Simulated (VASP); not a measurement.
# As in VASP: notebook

Runs on As. Level: PBE+D3(BJ). Tasks: single point.

All numbers are computed with VASP 6.6.1; they aren't measurements. Logs are shortened: lines on timing, memory, paths and dates and some standing lists are left out, and cuts for length are marked.

**1. The cell of the first run**

The cell holds a slab with vacuum, 4 atoms: a = 3.572 Å, b = 3.572 Å, c = 20.295 Å, α = 90.00°, β = 90.00°, γ = 120.00°.

**2. Single point, PBE+D3(BJ)**

INCAR reads:

```
PREC = Accurate
ENCUT = 400
EDIFF = 1E-6
ISMEAR = 0
SIGMA = 0.05
LREAL = False
LASPH = True
NELM = 120
ALGO = Normal
ISIF = 2
LWAVE = False
LCHARG = True
LDIPOL = True
IDIPOL = 3
DIPOL = 0.5 0.5 0.384
GGA = PE
IVDW = 12
LELF = True
LVHAR = True
LVACPOTAV = True
NBANDS = 38
GGA_COMPAT = False
NELMDL = -8
```

KPOINTS reads:

```
regular mesh
0
Gamma
  9 9 1
```

POSCAR reads:

```
As
1.0
    3.5716242980      0.0000000000      0.0000000000
   -1.7858121490      3.0931173748      0.0000000000
    0.0000000000      0.0000000000     20.2951239168
As
4
Direct
    0.3333333333      0.6666666667      0.2217281362
    0.6666666667      0.3333333333      0.2906104021
    0.6666666667      0.3333333333      0.4770114435
    1.0000000000      0.0000000000      0.5458939653
```

Potentials or basis: VASP PAW PBE potentials, release 64 (As_d).

On the command line:

```sh
$ cat potpaw_PBE.64/As_d/POTCAR > POTCAR
$ mpirun -np 1 vasp_std > vasp.out
```

OUTCAR:

```text
PREC = Accurate
   ENCUT = 400
   EDIFF = 1E-6
   ISMEAR = 0
   LREAL = False
   LASPH = True
   NELM = 120
   ISIF = 2
   GGA = PE
   IVDW = 12
   NELMDL = -8
 IVDW          = 12

 ion  position               nearest neighbor table
   1  0.333  0.667  0.222-   2 2.49   2 2.49   2 2.49
   2  0.667  0.333  0.291-   1 2.49   1 2.49   1 2.49
   3  0.667  0.333  0.477-   4 2.49   4 2.49   4 2.49
   4  0.000  0.000  0.546-   3 2.49   3 2.49   3 2.49

  LATTYP: Found a hexagonal cell.
 ALAT       =     3.5716242980
 C/A-ratio  =     5.6823232858

  Lattice vectors:

 A1 = (   3.5716242980,   0.0000000000,   0.0000000000)
 A2 = (  -1.7858121490,   3.0931173748,   0.0000000000)
 A3 = (   0.0000000000,   0.0000000000,  20.2951239168)

Analysis of symmetry for initial positions (statically):
=====================================================================
 Subroutine PRICEL returns:
 Original cell was already a primitive cell.

 Routine SETGRP: Setting up the symmetry group for a
 hexagonal supercell.

 Subroutine GETGRP returns: Found 12 space group operations
 (whereof  6 operations were pure point group operations)
 out of a pool of 24 trial point group operations.

The static configuration has the point symmetry C_3v.
 The point group associated with its full space group is D_3d.

Analysis of symmetry for dynamics (positions and initial velocities):
=====================================================================
 Subroutine PRICEL returns:
 Original cell was already a primitive cell.

 Routine SETGRP: Setting up the symmetry group for a
 hexagonal supercell.

 Subroutine GETGRP returns: Found 12 space group operations
 (whereof  6 operations were pure point group operations)
 out of a pool of 24 trial point group operations.

The dynamic configuration has the point symmetry C_3v.
 The point group associated with its full space group is D_3d.

 Subroutine INISYM returns: Found 12 space group operations
 (whereof  6 operations are pure point group operations),
 and found     1 'primitive' translations

----------------------------------------------------------------------------------------

                                     Primitive cell

  volume of cell :     224.2094

  direct lattice vectors                    reciprocal lattice vectors
     3.571624298  0.000000000  0.000000000     0.279984656  0.161649216  0.000000000
    -1.785812149  3.093117375  0.000000000     0.000000000  0.323298433  0.000000000
[... 81 lines left out ...]
   NFREE  =      0    steps in history (QN), initial steepest desc. (CG)
   ISIF   =      2    stress and relaxation
   ISYM   =      2    0-nonsym 1-usesym 2-fastsym
   POTIM  = 0.5000    time-step for ionic-motion
   TEBEG  =    0.0;   TEEND  =   0.0 temperature during run
   PSTRESS=    0.0 pullay stress
   NELECT =      60.0000    total number of electrons
   NUPDOWN=      -1.0000    fix difference up-down
   EMIN   =  10.00;   EMAX   =-10.00  energy-range for DOS
   EFERMI =   0.00;   METHOD = LEGACY
   ISMEAR =     0;   SIGMA  =   0.05  broadening in eV -4-tet -1-fermi 0-gaus
   EFERMI_NEDOS =   21; number of points for ismear=-14 and -15
   IALGO  =     38    algorithm
   IMIX   =      4    mixing-type and parameters
     AMIX     =   0.40;   BMIX     =  1.00
     AMIX_MAG =   1.60;   BMIX_MAG =  1.00
  volume/ion in A,a.u.               =      56.05       378.26
  Fermi-wavevector in a.u.,A,eV,Ry     =   1.054971  1.993607 15.142799  1.112964
  Thomas-Fermi vector in A             =   2.190152
   LORBIT       =      0    0 simple, 1 ext, 2 COOP (PROOUT), +10 PAW based schemes
   GGA     = PE    functional components
   LHFCALC =     F    Hartree Fock is set to
   AEXX    =    0.0000 exact exchange contribution
   IVDW    =    12    specifies the selected vdW correction
   LEPSILON=     F    determine dielectric tensor
   LRPA    =     F    only Hartree local field effects (RPA)
 non-spin polarized calculation
 Gauss-broadening in eV      SIGMA  =   0.05
  energy-cutoff  :      400.00
  volume of cell :      224.21
 maximum number of plane-waves:      4097
 NGX is ok and might be reduce to    24
   NGX = 11   NGY = 11   NGZ = 67

 dipolmoment           0.000000      0.000000     -0.000034 electrons x Angstroem

 number of electron      60.0000020 magnetization

 dipolmoment           0.000000      0.000000      0.000035 electrons x Angstroem

 Free energy of the ion-electron system (eV)
  ---------------------------------------------------
  ext. energy  EPLUGINS =         0.00000000
  ---------------------------------------------------
  free energy    TOTEN  =       -18.67169302 eV

  energy without entropy =      -18.67169302  energy(sigma->0) =      -18.67169302

 E-fermi :  -1.9043     XC(G=0):  -4.9902

 val. band max:       -2.1310280063   @ k =   0.1111   0.1111   0.0000
 cond. band min:      -0.8620413229   @ k =   0.3333   0.0000   0.0000
 fundamental gap:      1.2689866834
 Fermi energy:        -1.9043232742

 k-point     1 :       0.0000    0.0000    0.0000
  band No.  band energies     occupation
      1     -37.3511      2.00000
      2     -37.3511      2.00000
      3     -37.3507      2.00000
      4     -37.3507      2.00000
      5     -37.3101      2.00000
      6     -37.3101      2.00000
[... 481 lines left out ...]
     37       5.8808      0.00000
     38       5.8811      0.00000

------------------------ aborting loop because EDIFF is reached ----------------------------------------

 Edisp (eV)   -1.02115

 E8    (eV) :    -0.4444

  FORCE on cell =-STRESS in cart. coord.  units (eV):
  Direction    XX          YY          ZZ          XY          YZ          ZX
  --------------------------------------------------------------------------------------
  -------------------------------------------------------------------------------------
  Total      -0.12786    -0.12786    -0.08001    -0.00000     0.00000     0.00000
  in kB      -0.91369    -0.91369    -0.57178    -0.00000     0.00000     0.00000
  external pressure =       -0.80 kB  Pullay stress =        0.00 kB

 VOLUME and BASIS-vectors are now :
 -----------------------------------------------------------------------------
  energy-cutoff  :      400.00
  volume of cell :      224.21
      direct lattice vectors                 reciprocal lattice vectors
     3.571624298  0.000000000  0.000000000     0.279984656  0.161649216  0.000000000
    -1.785812149  3.093117375  0.000000000     0.000000000  0.323298433  0.000000000
     0.000000000  0.000000000 20.295123917     0.000000000  0.000000000  0.049272919

 POSITION                                       TOTAL-FORCE (eV/Angst)
 -----------------------------------------------------------------------------------
     -0.00000      2.06208      4.50000         0.000000     -0.000000     -0.023490
      1.78581      1.03104      5.89797        -0.000000      0.000000      0.027307
      1.78581      1.03104      9.68101         0.000000      0.000000     -0.027307
      0.00000      0.00000     11.07899        -0.000000      0.000000      0.023490
 -----------------------------------------------------------------------------------
    total drift:                               -0.000000      0.000000      0.007751

  FREE ENERGIE OF THE ION-ELECTRON SYSTEM (eV)
  ---------------------------------------------------
  free  energy   TOTEN  =       -19.6928423232 eV

  energy  without entropy=      -19.6928423232  energy(sigma->0) =      -19.69284232

 vacuum level on the upper side and lower side of the slab         3.138         3.138
```

OSZICAR:

```text
N       E                     dE             d eps       ncg     rms          rms(c)
DAV:   1     0.626198772494E+03    0.62620E+03   -0.27118E+04  1232   0.561E+03
DAV:   2     0.944903651328E+02   -0.53171E+03   -0.51209E+03   928   0.126E+03
DAV:   3    -0.945702562669E+01   -0.10395E+03   -0.10195E+03  1288   0.202E+02
DAV:   4    -0.183595841075E+02   -0.89026E+01   -0.88505E+01  1132   0.750E+01
[... 14 lines left out ...]
DAV:  19    -0.186716608302E+02   -0.31066E-04   -0.11135E-06   756   0.248E-02    0.910E-04
DAV:  20    -0.186716825978E+02   -0.21768E-04   -0.47230E-07   712   0.292E-02    0.572E-04
DAV:  21    -0.186716916891E+02   -0.90914E-05   -0.40999E-07   704   0.106E-02    0.358E-04
DAV:  22    -0.186716927901E+02   -0.11010E-05   -0.29705E-07   680   0.348E-02    0.218E-04
DAV:  23    -0.186716930203E+02   -0.23021E-06   -0.55038E-08   618   0.115E-02
   1 F= -.19692842E+02 E0= -.19692842E+02  d E =-.268174E-11
```

stdout:

```text
POSCAR found type information on POSCAR As
 POSCAR found :  1 types and       4 ions
 scaLAPACK will be used
 LDA part: xc-table for (Slater+PW92), standard interpolation
 POSCAR, INCAR and KPOINTS ok, starting setup
 FFT: planning ... GRIDC
 FFT: planning ... GRID_SOFT
 FFT: planning ... GRID
 WAVECAR not read
 entering main loop
 -----------------------------------------------------------------------------
|                                                                             |
|           W    W    AA    RRRRR   N    N  II  N    N   GGGG   !!!           |
|           W    W   A  A   R    R  NN   N  II  NN   N  G    G  !!!           |
|           W    W  A    A  R    R  N N  N  II  N N  N  G       !!!           |
|           W WW W  AAAAAA  RRRRR   N  N N  II  N  N N  G  GGG   !            |
|           WW  WW  A    A  R   R   N   NN  II  N   NN  G    G                |
|           W    W  A    A  R    R  N    N  II  N    N   GGGG   !!!           |
|                                                                             |
|     Did not find any points to average over, which means that no vacuum     |
|     field-free region was found. Please increase the size of  your cell     |
|     in the dimension of the dipole correction to obtain accurate            |
|     workfunction values.                                                    |
|                                                                             |
 -----------------------------------------------------------------------------
```

Wall time 74 s (1 thread of AMD EPYC 9R45 (Zen 5), shared host); peak memory 0.25 GiB.

What came out:

```
Free energy                : -19.6928 eV
Largest force              : 0.027 eV/Å
Band gap on the k mesh     : 1.27 eV (least direct gap 1.75 eV)
Dispersion energy per atom : -0.255 eV
```

Forces in eV/Å, atoms in the order of the input:
```
As   0.000  0.000 -0.023
As   0.000  0.000  0.027
As   0.000  0.000 -0.027
As   0.000  0.000  0.023
```

**3. Single point, PBE+D3(BJ) (layers slid over each other, then relaxed in part)**

INCAR reads:

```
SYSTEM = As
PREC = Accurate
ENCUT = 400
EDIFF = 1E-6
ISMEAR = 0
SIGMA = 0.05
LREAL = .False.
LASPH = .True.
NELM = 120
ALGO = Normal
ISIF = 2
LWAVE = .False.
LCHARG = .True.
LDIPOL = .True.
IDIPOL = 3
DIPOL = 0.5 0.5 0.356
GGA = PE
IVDW = 12
LELF = .True.
LVHAR = .True.
LVACPOTAV = .True.
NBANDS = 38
GGA_COMPAT = .False.
NELMDL = -8
```

KPOINTS reads:

```
Automatic mesh
0
Gamma
  9 9 1
  0 0 0
```

POSCAR reads:

```
As
1.0
    3.5716242980      0.0000000000      0.0000000000
   -1.7858121490      3.0931173748      0.0000000000
    0.0000000000      0.0000000000     20.2951239168
As
4
Direct
    0.3333333333      0.6666666667      0.2217281362
    0.6666666667      0.3333333333      0.2900707644
    1.0000000000      1.0000000000      0.4228575752
    1.3333333333      0.6666666667      0.4912018438
```

Potentials or basis: VASP PAW PBE potentials, release 64 (As_d).

On the command line:

```sh
$ cat potpaw_PBE.64/As_d/POTCAR > POTCAR
$ mpirun -np 1 vasp_std > vasp.out
```

It took 2.5 min on 1 thread of AMD EPYC 7R43 (Zen 3), shared host; peak memory 0.24 GiB.

It converged, with:

```
Free energy                : -19.7841 eV
Largest force              : 0.024 eV/Å
Dispersion energy per atom : -0.298 eV
```

Forces in eV/Å, atoms in the order of the input:
```
As   0.000  0.000 -0.022
As   0.000  0.000  0.024
As   0.000  0.000 -0.024
As   0.000  0.000  0.022
```

Levels at points of the mesh, in eV from the Fermi level:
| k point | band 28 | band 29 | band 30 | band 31 | band 32 | band 33 |
| --- | --- | --- | --- | --- | --- | --- |
| (0.00, 0.00, 0.00) | -1.03 | -1.03 | -0.43 | 0.90 | 1.92 | 2.22 |

Caveat: the cell differs from its parent crystal (layers slid over each other, then relaxed in part).

**4. Single point, PBE+D3(BJ) (layers slid over each other, then relaxed in part)**

INCAR reads:

```
SYSTEM = As
  PREC = Accurate
  ENCUT = 400
  EDIFF = 1E-6
  ISMEAR = 0
  SIGMA = 0.05
  LREAL = .FALSE.
  LASPH = .TRUE.
  NELM = 120
  ALGO = Normal
  ISIF = 2
  LWAVE = .FALSE.
  LCHARG = .FALSE.
  LDIPOL = .TRUE.
  IDIPOL = 3
  DIPOL = 0.5 0.5 0.364
  GGA = PE
  IVDW = 12
  NBANDS = 38
  GGA_COMPAT = .FALSE.
  NELMDL = -8
```

KPOINTS reads:

```
regular mesh
0
G
  9 9 1
  0 0 0
```

POSCAR reads:

```
As
1.0
    3.5716242980      0.0000000000      0.0000000000
   -1.7858121490      3.0931173748      0.0000000000
    0.0000000000      0.0000000000     20.2951239168
As
4
Direct
    0.3333333333      0.6666666667      0.2217281362
    0.6666666667      0.3333333333      0.2905595911
    1.3333333333      0.6666666667      0.4382627401
    1.6666666667      0.3333333333      0.5071008648
```

On the command line:

```sh
$ cat potpaw_PBE.64/As_d/POTCAR > POTCAR
$ mpirun -np 1 vasp_std > vasp.out
```

Wall time 44 s (1 thread of Intel Xeon 6975P-C (Granite Rapids), shared host); peak memory 0.28 GiB.

The run converged. Its results:

```
Free energy                : -19.7950 eV
Largest force              : 0.029 eV/Å
Band gap on the k mesh     : 0.73 eV (least direct gap 1.59 eV)
Dispersion energy per atom : -0.284 eV
```

Forces on the atoms (eV/Å):
```
As   0.000  0.000 -0.025
As   0.000  0.000  0.029
As   0.000  0.000 -0.029
As   0.000  0.000  0.025
```

Levels at points of the mesh, in eV from the valence-band top:
| k point | band 27 | band 28 | band 29 | band 30 | band 31 | band 32 | band 33 | band 34 |
| --- | --- | --- | --- | --- | --- | --- | --- | --- |
| (0.00, 0.00, 0.00) | -0.52 | -0.40 | -0.40 | -0.17 | 1.48 | 2.27 | 3.03 | 3.03 |

Caveat: the cell differs from its parent crystal (layers slid over each other, then relaxed in part).

**5. The runs side by side**

```csv
cell,gap on the mesh (eV),largest force (eV/Å)
"as given, atomic positions A",1.27,0.03
"as given, atomic positions B",-,0.02
"as given, atomic positions C",0.73,0.03
```

Alike in all rows: task single point; level PBE+D3(BJ); potentials or basis VASP PAW PBE potentials, release 64 (As_d); no spin polarisation; k mesh 9 × 9 × 1; cutoff (eV) 400; smearing gaussian 0.05 eV.

Absolute energies hang on the potentials; compare differences alone.
